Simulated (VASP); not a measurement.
# Eu (Im-3m) in VASP: further runs

Runs on Eu. Level: PBE. Tasks: single point.

Everything below comes from runs of VASP 6.6.1. Logs are shortened: lines on timing, memory, paths and dates and some standing lists are left out, and cuts for length are marked.

**1. The cell of the first run**

The structure is cubic, space group Im-3m (No. 229). The conventional cell has a = 4.205 Å, b = 4.205 Å, c = 4.205 Å, α = 90.00°, β = 90.00°, γ = 90.00°. Eu (site symmetry m-3m) has 14 Eu at 3.64 to 4.20 Å within 4.8 Å.

**2. Single point, PBE, collinear spin, ferromagnetic start (37.17 Å³/atom)**

Input file INCAR:

```
PREC = Accurate
ENCUT = 520
EDIFF = 1E-6
ISMEAR = -1
SIGMA = 0.05
LREAL = False
LASPH = True
NELM = 150
ALGO = Normal
ISIF = 2
LWAVE = False
LCHARG = False
ISPIN = 2
MAGMOM = 7
LORBIT = 11
LMAXMIX = 6
GGA = PE
NBANDS = 18
```

Input file KPOINTS:

```
regular mesh
0
Gamma
  14 14 14
```

Input file POSCAR:

```
Eu
1.0
   -2.1024340635      2.1024340635      2.1024340635
    2.1024340635     -2.1024340635      2.1024340635
    2.1024340635      2.1024340635     -2.1024340635
Eu
1
Direct
    0.0000000000      0.0000000000      0.0000000000
```

Potentials or basis: VASP PAW PBE potentials, release 64 (Eu).

On the command line:

```console
> cat potpaw_PBE.64/Eu/POTCAR > POTCAR
> mpirun -np 1 vasp_std > vasp.out
```

OUTCAR:

```text
PREC = Accurate
   ENCUT = 520
   EDIFF = 1E-6
   ISMEAR = -1
   LREAL = False
   LASPH = True
   NELM = 150
   ISIF = 2
   ISPIN = 2
   LORBIT = 11
   GGA = PE

 ion  position               nearest neighbor table
   1  0.000  0.000  0.000-

  LATTYP: Found a body centered cubic cell.
 ALAT       =     4.2048681270

  Lattice vectors:

 A1 = (  -2.1024340635,   2.1024340635,   2.1024340635)
 A2 = (   2.1024340635,  -2.1024340635,   2.1024340635)
 A3 = (   2.1024340635,   2.1024340635,  -2.1024340635)

Analysis of symmetry for initial positions (statically):
=====================================================================
 Subroutine PRICEL returns:
 Original cell was already a primitive cell.

 Routine SETGRP: Setting up the symmetry group for a
 body centered cubic supercell.

 Subroutine GETGRP returns: Found 48 space group operations
 (whereof 48 operations were pure point group operations)
 out of a pool of 48 trial point group operations.

The static configuration has the point symmetry O_h .

Analysis of symmetry for dynamics (positions and initial velocities):
=====================================================================
 Subroutine PRICEL returns:
 Original cell was already a primitive cell.

 Routine SETGRP: Setting up the symmetry group for a
 body centered cubic supercell.

 Subroutine GETGRP returns: Found 48 space group operations
 (whereof 48 operations were pure point group operations)
 out of a pool of 48 trial point group operations.

The dynamic configuration has the point symmetry O_h .

Analysis of structural, dynamic, and magnetic symmetry:
=====================================================================
 Subroutine PRICEL returns:
 Original cell was already a primitive cell.

 Routine SETGRP: Setting up the symmetry group for a
 body centered cubic supercell.

 Subroutine GETGRP returns: Found 48 space group operations
 (whereof 48 operations were pure point group operations)
 out of a pool of 48 trial point group operations.

The overall configuration has the point symmetry O_h .

 Subroutine INISYM returns: Found 48 space group operations
 (whereof 48 operations are pure point group operations),
 and found     1 'primitive' translations

----------------------------------------------------------------------------------------

                                     Primitive cell

  volume of cell :      37.1730

  direct lattice vectors                    reciprocal lattice vectors
    -2.102434064  2.102434064  2.102434064     0.000000000  0.237819587  0.237819587
     2.102434064 -2.102434064  2.102434064     0.237819587  0.000000000  0.237819587
     2.102434064  2.102434064 -2.102434064     0.237819587  0.237819587  0.000000000

  length of vectors
     3.641522618  3.641522618  3.641522618     0.336327685  0.336327685  0.336327685

  position of ions in fractional coordinates (direct lattice)
     0.000000000  0.000000000  0.000000000

  ion indices of the primitive-cell ions
   primitive index   ion index
                 1           1

----------------------------------------------------------------------------------------

 KPOINTS: regular mesh

Automatic generation of k-mesh.
 Grid dimensions read from file:
 generate k-points for:   14   14   14

 Generating k-lattice:

  Cartesian coordinates                     Fractional coordinates (reciprocal lattice)
     0.000000000  0.016987113  0.016987113     0.071428571  0.000000000  0.000000000
     0.016987113  0.000000000  0.016987113     0.000000000  0.071428571  0.000000000
     0.016987113  0.016987113  0.000000000     0.000000000  0.000000000  0.071428571

  Length of vectors
     0.024023406  0.024023406  0.024023406

  Shift w.r.t. Gamma in fractional coordinates (k-lattice)
     0.000000000  0.000000000  0.000000000

 Subroutine IBZKPT returns following result:
 ===========================================

 Found    104 irreducible k-points:

 Following reciprocal coordinates:
            Coordinates               Weight
  0.000000  0.000000  0.000000      1.000000
  0.071429  0.000000  0.000000     12.000000
  0.142857  0.000000  0.000000     12.000000
  0.214286  0.000000  0.000000     12.000000
  0.285714  0.000000  0.000000     12.000000
  0.357143  0.000000  0.000000     12.000000
[... 16 lines left out ...]
  0.285714  0.285714  0.000000     24.000000
  0.357143  0.285714  0.000000     24.000000
 [... further k-points ...]
   k-points           NKPTS =    104   k-points in BZ     NKDIM =    104   number of bands    NBANDS=     18
   number of dos      NEDOS =    301   number of ions     NIONS =      1
   total plane-waves  NPLWV =  21952
   dimension x,y,z NGX =    28 NGY =   28 NGZ =   28
   dimension x,y,z NGXF=    56 NGYF=   56 NGZF=   56
   ions per type =               1
   NGX,Y,Z   is equivalent  to a cutoff of  12.78, 12.78, 12.78 a.u.
   NGXF,Y,Z  is equivalent  to a cutoff of  25.57, 25.57, 25.57 a.u.
 SYSTEM =  unknown system
   PREC   = accura    normal or accurate (medium, high low for compatibility)
   ISTART =      0    job   : 0-new  1-cont  2-samecut
   ICHARG =      2    charge: 1-file 2-atom 10-const
   ISPIN  =      2    spin polarized calculation?
   LNONCOLLINEAR =      F non collinear calculations
   LSORBIT =      F    spin-orbit coupling
   LASPH  =      T    aspherical Exc in radial PAW
   ENCUT  =  520.0 eV  38.22 Ry    6.18 a.u.   6.77  6.77  6.77*2*pi/ulx,y,z
   NELM   =    150;   NELMIN=  2; NELMDL= -5     # of ELM steps
   EDIFF  = 0.1E-05   stopping-criterion for ELM
   LREAL  =      F    real-space projection
   EDIFFG = 0.1E-04   stopping-criterion for IOM
   NSW    =      0    number of steps for IOM
   IBRION =     -1    ionic relax: 0-MD 1-quasi-New 2-CG
   NFREE  =      0    steps in history (QN), initial steepest desc. (CG)
   ISIF   =      2    stress and relaxation
   ISYM   =      2    0-nonsym 1-usesym 2-fastsym
   POTIM  = 0.5000    time-step for ionic-motion
   TEBEG  =    0.0;   TEEND  =   0.0 temperature during run
   PSTRESS=    0.0 pullay stress
   NELECT =      17.0000    total number of electrons
   NUPDOWN=      -1.0000    fix difference up-down
   EMIN   =  10.00;   EMAX   =-10.00  energy-range for DOS
   EFERMI =   0.00;   METHOD = LEGACY
   ISMEAR =    -1;   SIGMA  =   0.05  broadening in eV -4-tet -1-fermi 0-gaus
   EFERMI_NEDOS =   21; number of points for ismear=-14 and -15
   IALGO  =     38    algorithm
   IMIX   =      4    mixing-type and parameters
     AMIX     =   0.40;   BMIX     =  1.00
     AMIX_MAG =   1.60;   BMIX_MAG =  1.00
  volume/ion in A,a.u.               =      37.17       250.86
  Fermi-wavevector in a.u.,A,eV,Ry     =   1.261291  2.383495 21.644909  1.590856
  Thomas-Fermi vector in A             =   2.394758
   LORBIT       =     11    0 simple, 1 ext, 2 COOP (PROOUT), +10 PAW based schemes
   GGA     = PE    functional components
   LHFCALC =     F    Hartree Fock is set to
   AEXX    =    0.0000 exact exchange contribution
   IVDW    =     0    specifies the selected vdW correction
   LEPSILON=     F    determine dielectric tensor
   LRPA    =     F    only Hartree local field effects (RPA)
 spin polarized calculation
  energy-cutoff  :      520.00
  volume of cell :       37.17
 maximum number of plane-waves:      1048
   NGX = 13   NGY = 13   NGZ = 13

 number of electron      16.9999996 magnetization       7.2020603

 Free energy of the ion-electron system (eV)
  ---------------------------------------------------
  ext. energy  EPLUGINS =         0.00000000
  ---------------------------------------------------
  free energy    TOTEN  =       -11.41856481 eV

  energy without entropy =      -11.40698878  energy(sigma->0) =      -11.41277679

 E-fermi :   2.5827     XC(G=0):  -9.3436

 val. band max:        2.5723027998   @ k =  -0.4286   0.5000   0.2857
 cond. band min:       2.5882815006   @ k =   0.2143   0.2143   0.2143
 fundamental gap:      0.0159787009
 Fermi energy:         2.5827303760

 spin component 1

 k-point     1 :       0.0000    0.0000    0.0000
  band No.  band energies     occupation
      1     -38.9722      1.00000
      2     -17.4129      1.00000
      3     -17.4129      1.00000
      4     -17.4129      1.00000
      5      -1.9356      1.00000
      6       2.0223      0.99999
[... 10 lines left out ...]
     17       6.4658      0.00000
     18      12.6870      0.00000

 k-point     2 :       0.0714    0.0000    0.0000
  band No.  band energies     occupation
      1     -38.9692      1.00000
      2     -17.4479      1.00000
      3     -17.4235      1.00000
      4     -17.4131      1.00000
      5      -1.7994      1.00000
      6       2.0198      0.99999
[... 10 lines left out ...]
     17       6.4722      0.00000
     18      12.8245      0.00000
[... 442 lines left out ...]
 k-point    24 :       0.3571    0.2857    0.0000
  band No.  band energies     occupation
      1     -38.9050      1.00000
      2     -17.9142      1.00000
      3     -17.8136      1.00000
      4     -17.4945      1.00000
      5       1.7459      1.00000
      6       2.0229      0.99999
[... 10 lines left out ...]
     17       8.9528      0.00000
     18      10.6941      0.00000

 [... further k-points ...]

 spin component 2

 k-point     1 :       0.0000    0.0000    0.0000
  band No.  band energies     occupation
      1     -35.8750      1.00000
      2     -15.0923      1.00000
      3     -15.0923      1.00000
      4     -15.0923      1.00000
      5      -1.1447      1.00000
      6       5.5364      0.00000
[... 10 lines left out ...]
     17       7.5582      0.00000
     18      13.7952      0.00000

 k-point     2 :       0.0714    0.0000    0.0000
  band No.  band energies     occupation
      1     -35.8713      1.00000
      2     -15.1363      1.00000
      3     -15.1053      1.00000
      4     -15.0927      1.00000
      5      -1.0010      1.00000
      6       5.3804      0.00000
[... 10 lines left out ...]
     17       7.6284      0.00000
     18      13.9248      0.00000
[... 442 lines left out ...]
 k-point    24 :       0.3571    0.2857    0.0000
  band No.  band energies     occupation
      1     -35.7891      1.00000
      2     -15.7097      1.00000
      3     -15.5857      1.00000
      4     -15.1930      1.00000
      5       2.8108      0.01035
      6       3.5683      0.00000
[... 10 lines left out ...]
     17      10.3404      0.00000
     18      12.0671      0.00000

 [... further k-points ...]

------------------------ aborting loop because EDIFF is reached ----------------------------------------

  FORCE on cell =-STRESS in cart. coord.  units (eV):
  Direction    XX          YY          ZZ          XY          YZ          ZX
  --------------------------------------------------------------------------------------
  -------------------------------------------------------------------------------------
  Total        0.4410147      0.4410147      0.4410147      0.0000000      0.0000000     -0.0000000
  in kB       19.0080038     19.0080038     19.0080038      0.0000000      0.0000000     -0.0000000
  external PRESSURE =      19.0080038 kB  Pullay stress =       0.0000000 kB

 VOLUME and BASIS-vectors are now :
 -----------------------------------------------------------------------------
  energy-cutoff  :      520.00
  volume of cell :       37.17
      direct lattice vectors                 reciprocal lattice vectors
    -2.102434064  2.102434064  2.102434064     0.000000000  0.237819587  0.237819587
     2.102434064 -2.102434064  2.102434064     0.237819587  0.000000000  0.237819587
     2.102434064  2.102434064 -2.102434064     0.237819587  0.237819587  0.000000000

 POSITION                                       TOTAL-FORCE (eV/Angst)
 -----------------------------------------------------------------------------------
      0.00000      0.00000      0.00000         0.000000      0.000000      0.000000
 -----------------------------------------------------------------------------------
    total drift:                               -0.000000     -0.000000     -0.000000

  FREE ENERGIE OF THE ION-ELECTRON SYSTEM (eV)
  ---------------------------------------------------
  free  energy   TOTEN  =       -11.4185648097 eV

  energy  without entropy=      -11.4069887778  energy(sigma->0) =      -11.41277679

 total charge

# of ion       s       p       d       f       tot
--------------------------------------------------
    1        2.092   5.701   0.355   6.608  14.757

 magnetization (x)

# of ion       s       p       d       f       tot
--------------------------------------------------
    1       -0.002  -0.092   0.132   6.604   6.642
```

Wall time 3.7 min (1 thread of Intel Xeon 8259CL, shared host); peak memory 0.27 GiB.

What came out:

* Free energy: -11.4186 eV
* Pressure: 1.9 GPa
* Net moment: 7.20 μB per cell
* Site moments: Eu +6.64 μB
* Valence electrons inside the program's atomic spheres: Eu 14.76

Caveat: spin-orbit coupling is left out, which moves the levels of the heavy elements; semilocal functionals describe open f shells poorly, which spoils levels, moments and volumes. The state reached can hang on the start; a lower one may exist.

**3. Single point, PBE, collinear spin, ferromagnetic start (37.17 Å³/atom)**

Input file INCAR:

```
SYSTEM = Eu
PREC = Accurate ; ENCUT = 520
EDIFF = 1E-7 ; ISMEAR = -1
SIGMA = 0.05 ; LREAL = .FALSE.
LASPH = .TRUE. ; NELM = 150
ALGO = Normal ; ISIF = 2
LWAVE = .FALSE. ; LCHARG = .FALSE.
ISPIN = 2 ; MAGMOM = 7
LORBIT = 11 ; LMAXMIX = 6
GGA = PE ; NBANDS = 18
```

Input file KPOINTS:

```
regular mesh
0
G
  14 14 14
  0 0 0
```

POSCAR is that of step 2.

Potentials or basis: VASP PAW PBE potentials, release 64 (Eu).

On the command line:

```console
> cat potpaw_PBE.64/Eu/POTCAR > POTCAR
> mpirun -np 1 vasp_std > vasp.out
```

Wall time 5.2 min (1 thread of Intel Xeon 8259CL, shared host); peak memory 0.27 GiB.

Results (log left out):

```
Free energy                                           : -11.4186 eV
Pressure                                              : 1.9 GPa
Net moment                                            : 7.20 μB per cell
Site moments                                          : Eu +6.64 μB
Valence electrons inside the program's atomic spheres : Eu 14.76
```

Levels at points of the mesh, in eV from the Fermi level:
Spin up:
```
           k point  band 9  band 10  band 11  band 12  band 13  band 14  band 15  band 16
(0.00, 0.00, 0.00)   -0.36    -0.36    -0.36    -0.31     1.92     1.92     1.92     3.88
(0.50, 0.00, 0.00)   -0.37    -0.37    -0.36    -0.34     0.34     1.28     3.83     4.62
(0.50, 0.50, 0.50)   -0.50    -0.50    -0.30    -0.30    -0.30     5.84     5.84     5.84
```
Spin down:
| k point | band 3 | band 4 | band 5 | band 6 | band 7 | band 8 |
| --- | --- | --- | --- | --- | --- | --- |
| (0.00, 0.00, 0.00) | -17.67 | -17.67 | -3.73 | 2.95 | 2.95 | 2.95 |
| (0.50, 0.00, 0.00) | -17.93 | -17.68 | -1.07 | 1.25 | 2.02 | 3.84 |
| (0.50, 0.50, 0.50) | -18.22 | -18.22 | -0.60 | -0.60 | 4.00 | 4.00 |

Caveat: spin-orbit coupling is left out, which moves the levels of the heavy elements; semilocal functionals describe open f shells poorly, which spoils levels, moments and volumes. The state reached can hang on the start; a lower one may exist.

**4. Single point, PBE, collinear spin, ferromagnetic start**

This run uses another cell than the first one, of 42.24 Å³/atom.

Input file INCAR:

```
PREC     = Accurate       # precision mode
ENCUT    = 520            # plane-wave cutoff, eV
EDIFF    = 1E-6           # SCF threshold, eV
ISMEAR   = -1             # smearing method
SIGMA    = 0.05           # smearing width, eV
LREAL    = False          # projectors in reciprocal space
LASPH    = True           # aspherical terms in the spheres
NELM     = 150            # most SCF steps
ALGO     = Normal         # electronic algorithm
ISIF     = 2              # what is computed and relaxed
LWAVE    = False          # write WAVECAR
LCHARG   = False          # write CHGCAR
ISPIN    = 2              # spin polarisation
MAGMOM   = 7              # initial moments
LORBIT   = 11             # projections on sites
LMAXMIX  = 6              # l up to which the mixer works
GGA      = PE             # functional
NBANDS   = 18             # bands
```

Input file KPOINTS:

```
Automatic mesh
0
Gamma
  14 14 14
```

Input file POSCAR:

```
Eu
1.0
   -2.1939572467      2.1939572467      2.1939572467
    2.1939572467     -2.1939572467      2.1939572467
    2.1939572467      2.1939572467     -2.1939572467
Eu
1
Direct
    0.0000000000      0.0000000000      0.0000000000
```

On the command line:

```console
> cat potpaw_PBE.64/Eu/POTCAR > POTCAR
> mpirun -np 1 vasp_std > vasp.out
```

It took 5.2 min on 1 thread of Intel Xeon 8259CL, shared host; peak memory 0.28 GiB.

Results (log left out):

```yaml
Free_energy: -11.4436 eV
Pressure: -0.3 GPa
Net_moment: 7.26 μB per cell
Site_moments: Eu +6.67 μB
Valence_electrons_inside_the_program's_atomic_spheres: Eu 14.73
```

Levels at points of the mesh, in eV from the Fermi level:
Spin up:
| k point | band 10 | band 11 | band 12 | band 13 | band 14 | band 15 |
| --- | --- | --- | --- | --- | --- | --- |
| (0.00, 0.00, 0.00) | -0.37 | -0.37 | -0.33 | 1.81 | 1.81 | 1.81 |
| (0.50, 0.00, 0.00) | -0.38 | -0.37 | -0.36 | 0.43 | 0.83 | 3.43 |
| (0.50, 0.50, 0.50) | -0.49 | -0.33 | -0.33 | -0.33 | 5.02 | 5.02 |
Spin down:
| k point | band 1 | band 2 | band 3 | band 4 | band 5 | band 6 | band 7 | band 8 | band 9 | band 10 |
| --- | --- | --- | --- | --- | --- | --- | --- | --- | --- | --- |
| (0.00, 0.00, 0.00) | -38.53 | -17.89 | -17.89 | -17.89 | -3.63 | 2.80 | 2.80 | 2.80 | 3.96 | 3.96 |
| (0.50, 0.00, 0.00) | -38.49 | -18.43 | -18.06 | -17.89 | -0.96 | 1.29 | 1.55 | 3.89 | 4.21 | 4.28 |
| (0.50, 0.50, 0.50) | -38.45 | -18.27 | -18.27 | -18.27 | -0.34 | -0.34 | 3.94 | 3.94 | 3.94 | 4.14 |

Caveat: spin-orbit coupling is left out, which moves the levels of the heavy elements; semilocal functionals describe open f shells poorly, which spoils levels, moments and volumes. The state reached can hang on the start; a lower one may exist.
